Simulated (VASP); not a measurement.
# Ti5C6 in VASP: relaxation of the atoms with PBE

Aim: the relaxation of the atoms of Ti5C6 with PBE.

Everything below comes from runs of VASP 6.6.1. Logs are shortened: lines on timing, memory, paths and dates and some standing lists are left out, and cuts for length are marked.

## (1) The cell of the first run

The cell holds a slab with vacuum, 11 atoms: a = 3.064 Å, b = 3.064 Å, c = 27.508 Å, α = 90.00°, β = 90.00°, γ = 120.00°.

## (2) Relaxation of the atoms, PBE

Contents of INCAR:

```
SYSTEM = Ti5C6
PREC = Accurate ; ENCUT = 520
EDIFF = 1E-6 ; ISMEAR = 0
SIGMA = 0.1 ; LREAL = .FALSE.
LASPH = .TRUE. ; NELM = 60
ALGO = Fast ; ISIF = 2
LWAVE = .FALSE. ; LCHARG = .FALSE.
LDIPOL = .TRUE. ; IDIPOL = 3
DIPOL = 0.5 0.5 0.500 ; GGA = PE
IBRION = 2 ; NSW = 80
EDIFFG = -0.02 ; KPAR = 4
```

Contents of KPOINTS:

```
Automatic mesh
0
G
  12 12 1
  0 0 0
```

Contents of POSCAR:

```
Ti5C6
1.0
    3.0638392726      0.0000000000      0.0000000000
   -1.5319196363      2.6533626432      0.0000000000
    0.0000000000      0.0000000000     27.5080714528
C Ti
6 5
Direct
    0.3333333333      0.6666666667      0.2726472487
    0.0000000000      0.0000000000      0.3635883492
    0.6666666667      0.3333333333      0.4545294497
    0.3333333333      0.6666666667      0.5454705503
    0.0000000000      0.0000000000      0.6364116508
    0.6666666667      0.3333333333      0.7273527513
    0.6666666667      0.3333333333      0.3181177990
    0.3333333333      0.6666666667      0.4090588995
    0.0000000000      0.0000000000      0.5000000000
    0.6666666667      0.3333333333      0.5909411005
    0.3333333333      0.6666666667      0.6818822010
```

Potentials or basis: VASP PAW PBE potentials, release 64 (C, Ti_sv).

On the command line:

```console
$ cat potpaw_PBE.64/C/POTCAR potpaw_PBE.64/Ti_sv/POTCAR > POTCAR
$ mpirun -np 4 vasp_std > vasp.out
```

OUTCAR:

```text
SYSTEM = Ti5C6
   PREC = Accurate
   ENCUT = 520
   EDIFF = 1E-6
   ISMEAR = 0
   LREAL = .FALSE.
   LASPH = .TRUE.
   NELM = 60
   ISIF = 2
   GGA = PE
   IBRION = 2
   NSW = 80
   EDIFFG = -0.02

 ion  position               nearest neighbor table
   1  0.333  0.667  0.273-   7 2.17   7 2.17   7 2.17
   2  0.000  0.000  0.364-   7 2.17   7 2.17   7 2.17   8 2.17   8 2.17   8 2.17
   3  0.667  0.333  0.455-   8 2.17   8 2.17   8 2.17   9 2.17   9 2.17   9 2.17
   4  0.333  0.667  0.545-  10 2.17  10 2.17  10 2.17   9 2.17   9 2.17   9 2.17
   5  0.000  0.000  0.636-  11 2.17  11 2.17  11 2.17  10 2.17  10 2.17  10 2.17
   6  0.667  0.333  0.727-  11 2.17  11 2.17  11 2.17
   7  0.667  0.333  0.318-   2 2.17   2 2.17   2 2.17   1 2.17   1 2.17   1 2.17
   8  0.333  0.667  0.409-   3 2.17   3 2.17   3 2.17   2 2.17   2 2.17   2 2.17
   9  0.000  0.000  0.500-   3 2.17   4 2.17   3 2.17   4 2.17   3 2.17   4 2.17
  10  0.667  0.333  0.591-   4 2.17   4 2.17   4 2.17   5 2.17   5 2.17   5 2.17
  11  0.333  0.667  0.682-   5 2.17   5 2.17   5 2.17   6 2.17   6 2.17   6 2.17

  LATTYP: Found a hexagonal cell.
 ALAT       =     3.0638392726
 C/A-ratio  =     8.9783010809

  Lattice vectors:

 A1 = (   3.0638392726,   0.0000000000,   0.0000000000)
 A2 = (  -1.5319196363,   2.6533626432,   0.0000000000)
 A3 = (   0.0000000000,   0.0000000000,  27.5080714528)

Analysis of symmetry for initial positions (statically):
=====================================================================
 Subroutine PRICEL returns:
 Original cell was already a primitive cell.

 Routine SETGRP: Setting up the symmetry group for a
 hexagonal supercell.

 Subroutine GETGRP returns: Found 12 space group operations
 (whereof 12 operations were pure point group operations)
 out of a pool of 24 trial point group operations.

The static configuration has the point symmetry D_3d.

Analysis of symmetry for dynamics (positions and initial velocities):
=====================================================================
 Subroutine PRICEL returns:
 Original cell was already a primitive cell.

 Routine SETGRP: Setting up the symmetry group for a
 hexagonal supercell.

 Subroutine GETGRP returns: Found 12 space group operations
 (whereof 12 operations were pure point group operations)
 out of a pool of 24 trial point group operations.

The dynamic configuration has the point symmetry D_3d.

 Subroutine INISYM returns: Found 12 space group operations
 (whereof 12 operations are pure point group operations),
 and found     1 'primitive' translations

----------------------------------------------------------------------------------------

                                     Primitive cell

  volume of cell :     223.6262

  direct lattice vectors                    reciprocal lattice vectors
     3.063839273  0.000000000  0.000000000     0.326387878  0.188440129  0.000000000
    -1.531919636  2.653362643  0.000000000     0.000000000  0.376880259  0.000000000
     0.000000000  0.000000000 27.508071453     0.000000000  0.000000000  0.036352966

  length of vectors
     3.063839273  3.063839273 27.508071453     0.376880259  0.376880259  0.036352966

  position of ions in fractional coordinates (direct lattice)
     0.333333333  0.666666667  0.272647249
     0.000000000  0.000000000  0.363588349
     0.666666667  0.333333333  0.454529450
     0.333333333  0.666666667  0.545470550
     0.000000000  0.000000000  0.636411651
     0.666666667  0.333333333  0.727352751
     0.666666667  0.333333333  0.318117799
     0.333333333  0.666666667  0.409058900
     0.000000000  0.000000000  0.500000000
     0.666666667  0.333333333  0.590941100
     0.333333333  0.666666667  0.681882201

  ion indices of the primitive-cell ions
   primitive index   ion index
                 1           1
                 2           2
                 3           3
                 4           4
                 5           5
                 6           6
                 7           7
                 8           8
                 9           9
                10          10
                11          11

----------------------------------------------------------------------------------------
[... 29 lines left out ...]
  0.166667  0.000000  0.000000      6.000000
  0.250000  0.000000  0.000000      6.000000
  0.333333  0.000000  0.000000      6.000000
  0.416667  0.000000  0.000000      6.000000
[... 11 lines left out ...]
  0.333333  0.250000  0.000000     12.000000
  0.333333  0.333333  0.000000      2.000000
   k-points           NKPTS =     19   k-points in BZ     NKDIM =     19   number of bands    NBANDS=     50
   number of dos      NEDOS =    301   number of ions     NIONS =     11
   total plane-waves  NPLWV = 120960
   dimension x,y,z NGX =    24 NGY =   24 NGZ =  210
   dimension x,y,z NGXF=    48 NGYF=   48 NGZF=  420
   ions per type =               6   5
   NGX,Y,Z   is equivalent  to a cutoff of  13.02, 13.02, 12.69 a.u.
   NGXF,Y,Z  is equivalent  to a cutoff of  26.05, 26.05, 25.38 a.u.
 SYSTEM =  Ti5C6
   PREC   = accura    normal or accurate (medium, high low for compatibility)
   ISTART =      0    job   : 0-new  1-cont  2-samecut
   ICHARG =      2    charge: 1-file 2-atom 10-const
   ISPIN  =      1    spin polarized calculation?
   LNONCOLLINEAR =      F non collinear calculations
   LSORBIT =      F    spin-orbit coupling
   LASPH  =      T    aspherical Exc in radial PAW
   ENCUT  =  520.0 eV  38.22 Ry    6.18 a.u.   5.70  5.70 51.15*2*pi/ulx,y,z
   NELM   =     60;   NELMIN=  2; NELMDL= -5     # of ELM steps
   EDIFF  = 0.1E-05   stopping-criterion for ELM
   LREAL  =      F    real-space projection
   EDIFFG = -.2E-01   stopping-criterion for IOM
   NSW    =     80    number of steps for IOM
   IBRION =      2    ionic relax: 0-MD 1-quasi-New 2-CG
   NFREE  =      1    steps in history (QN), initial steepest desc. (CG)
   ISIF   =      2    stress and relaxation
   ISYM   =      2    0-nonsym 1-usesym 2-fastsym
   POTIM  = 0.5000    time-step for ionic-motion
   TEBEG  =    0.0;   TEEND  =   0.0 temperature during run
   PSTRESS=    0.0 pullay stress
   NELECT =      84.0000    total number of electrons
   NUPDOWN=      -1.0000    fix difference up-down
   EMIN   =  10.00;   EMAX   =-10.00  energy-range for DOS
   EFERMI =   0.00;   METHOD = LEGACY
   ISMEAR =     0;   SIGMA  =   0.10  broadening in eV -4-tet -1-fermi 0-gaus
   EFERMI_NEDOS =   21; number of points for ismear=-14 and -15
   IALGO  =     68    algorithm
   IMIX   =      4    mixing-type and parameters
     AMIX     =   0.40;   BMIX     =  1.00
     AMIX_MAG =   1.60;   BMIX_MAG =  1.00
  volume/ion in A,a.u.               =      20.33       137.19
  Fermi-wavevector in a.u.,A,eV,Ry     =   1.181210  2.232163 18.983616  1.395256
  Thomas-Fermi vector in A             =   2.317488
   LORBIT       =      0    0 simple, 1 ext, 2 COOP (PROOUT), +10 PAW based schemes
   GGA     = PE    functional components
   LHFCALC =     F    Hartree Fock is set to
   AEXX    =    0.0000 exact exchange contribution
   IVDW    =     0    specifies the selected vdW correction
   LEPSILON=     F    determine dielectric tensor
   LRPA    =     F    only Hartree local field effects (RPA)
 conjugate gradient relaxation of ions
 non-spin polarized calculation
 RMM-DIIS sequential band-by-band and
 Gauss-broadening in eV      SIGMA  =   0.10
  energy-cutoff  :      520.00
  volume of cell :      223.63
 maximum number of plane-waves:      6056
 NGX is ok and might be reduce to    24
   NGX = 11   NGY = 11   NGZ =103

--------------------------------------- Ionic step        1  -------------------------------------------

 number of electron      83.9999981 magnetization

 Free energy of the ion-electron system (eV)
  ---------------------------------------------------
  ext. energy  EPLUGINS =         0.00000000
  ---------------------------------------------------
  free energy    TOTEN  =       -94.62174153 eV

  energy without entropy =      -94.59445876  energy(sigma->0) =      -94.60810015

------------------------ aborting loop because EDIFF is reached ----------------------------------------

  FORCE on cell =-STRESS in cart. coord.  units (eV):
  Direction    XX          YY          ZZ          XY          YZ          ZX
  --------------------------------------------------------------------------------------
  -------------------------------------------------------------------------------------
  Total       -2.7640900     -2.7640900     -2.1461806      0.0000000      0.0000000      0.0000000
  in kB      -19.8034122    -19.8034122    -15.3763805      0.0000000      0.0000000      0.0000000
  external PRESSURE =     -18.3277349 kB  Pullay stress =       0.0000000 kB
[... 116 lines left out ...]
  FREE ENERGIE OF THE ION-ELECTRON SYSTEM (eV)
  ---------------------------------------------------
  free  energy   TOTEN  =       -94.7133972668 eV

  energy  without entropy=      -94.6729570872  energy(sigma->0) =      -94.69317718

 dipolmoment           0.000000      0.000000     -0.000000 electrons x Angstroem

[... ionic steps 4 to 13 ...]

--------------------------------------- Ionic step       14  -------------------------------------------

 number of electron      83.9999981 magnetization

------------------------ aborting loop because EDIFF is reached ----------------------------------------
[... 85 lines left out ...]
--------------------------------------- Ionic step       16  -------------------------------------------

 number of electron      83.9999981 magnetization

 dipolmoment           0.000000      0.000000      0.000000 electrons x Angstroem

 Free energy of the ion-electron system (eV)
  ---------------------------------------------------
  ext. energy  EPLUGINS =         0.00000000
  ---------------------------------------------------
  free energy    TOTEN  =       -94.74166969 eV

  energy without entropy =      -94.69931937  energy(sigma->0) =      -94.72049453

 E-fermi :   1.0651     XC(G=0):  -6.8463

 val. band max:        1.0568428422   @ k =   0.1667   0.0000   0.0000
 cond. band min:       1.0699475183   @ k =   0.0833   0.0833   0.0000
 fundamental gap:      0.0131046761
 Fermi energy:         1.0651421333

 k-point     1 :       0.0000    0.0000    0.0000
  band No.  band energies     occupation
      1     -55.6622      2.00000
      2     -55.6054      2.00000
      3     -55.5936      2.00000
      4     -55.0171      2.00000
      5     -55.0171      2.00000
      6     -32.1160      2.00000
[... 996 lines left out ...]
     49       3.6917      0.00000
     50       3.7520      0.00000

------------------------ aborting loop because EDIFF is reached ----------------------------------------

 vacuum level on the upper side and lower side of the slab       (xc-potential included)        -0.073        -0.073

  FORCE on cell =-STRESS in cart. coord.  units (eV):
  Direction    XX          YY          ZZ          XY          YZ          ZX
  --------------------------------------------------------------------------------------
  -------------------------------------------------------------------------------------
  Total       -0.2845113     -0.2845113     -0.0697055     -0.0000000      0.0000000      0.0000000
  in kB       -2.0383906     -2.0383906     -0.4994071     -0.0000000      0.0000000      0.0000000
  external PRESSURE =      -1.5253961 kB  Pullay stress =       0.0000000 kB
[... 26 lines left out ...]
  FREE ENERGIE OF THE ION-ELECTRON SYSTEM (eV)
  ---------------------------------------------------
  free  energy   TOTEN  =       -94.7416696904 eV

  energy  without entropy=      -94.6993193653  energy(sigma->0) =      -94.72049453

 reached required accuracy - stopping structural energy minimisation

 vacuum level on the upper side and lower side of the slab         7.672         7.672
```

It took 54 min on 4 MPI ranks of Oxide Virtual Turin-like, shared host; peak memory 0.46 GiB.

Results:

```
Free energy                  : -94.7417 eV
Energy gained by relaxing    : 10.9 meV/atom
Ionic steps                  : 16
Largest force after relaxing : 0.017 eV/Å
Band gap on the k mesh       : zero (bands 42 and 43 overlap by 1.05 eV)
```

Forces on the atoms (eV/Å):
```
C    0.000  0.000  0.005
C    0.000  0.000  0.016
C    0.000  0.000 -0.012
C    0.000  0.000  0.012
C    0.000  0.000 -0.016
C    0.000  0.000 -0.005
Ti   0.000  0.000 -0.017
Ti   0.000  0.000  0.008
Ti   0.000  0.000  0.000
Ti   0.000  0.000 -0.008
Ti   0.000  0.000  0.017
```

The path:
```
step  energy change (eV)  largest force (eV/Å)  pressure (GPa)
   1              0.0000                0.9004           -1.83
   2             -0.0897                0.3663           -1.32
   3             -0.0917                0.4745           -1.21
   4             -0.1122                0.1185           -0.89
   5             -0.1135                0.1797           -0.78
   6             -0.1165                0.0460           -0.69
   7             -0.1166                0.0420           -0.67
   8             -0.1172                0.0337           -0.62
   9             -0.1183                0.0685           -0.47
  10             -0.1177                0.1521           -0.17
  11             -0.1185                0.0937           -0.36
  12             -0.1189                0.0870           -0.34
  13             -0.1195                0.0626           -0.26
  14             -0.1197                0.0507           -0.10
  15             -0.1198                0.0333           -0.17
  16             -0.1199                0.0171           -0.15
```

Final structure:
```yaml
crystal:
  lattice:
    - [3.06384, 0.00000, 0.00000]
    - [-1.53192, 2.65336, 0.00000]
    - [0.00000, 0.00000, 27.50807]
  atoms:
    - { symbol: C, position: [0.33333, 0.66667, 0.27686] }
    - { symbol: C, position: [0.00000, 0.00000, 0.36328] }
    - { symbol: C, position: [0.66667, 0.33333, 0.45434] }
    - { symbol: C, position: [0.33333, 0.66667, 0.54566] }
    - { symbol: C, position: [0.00000, 0.00000, 0.63672] }
    - { symbol: C, position: [0.66667, 0.33333, 0.72314] }
    - { symbol: Ti, position: [0.66667, 0.33333, 0.31769] }
    - { symbol: Ti, position: [0.33333, 0.66667, 0.40911] }
    - { symbol: Ti, position: [0.00000, 0.00000, 0.50000] }
    - { symbol: Ti, position: [0.66667, 0.33333, 0.59089] }
    - { symbol: Ti, position: [0.33333, 0.66667, 0.68231] }
```
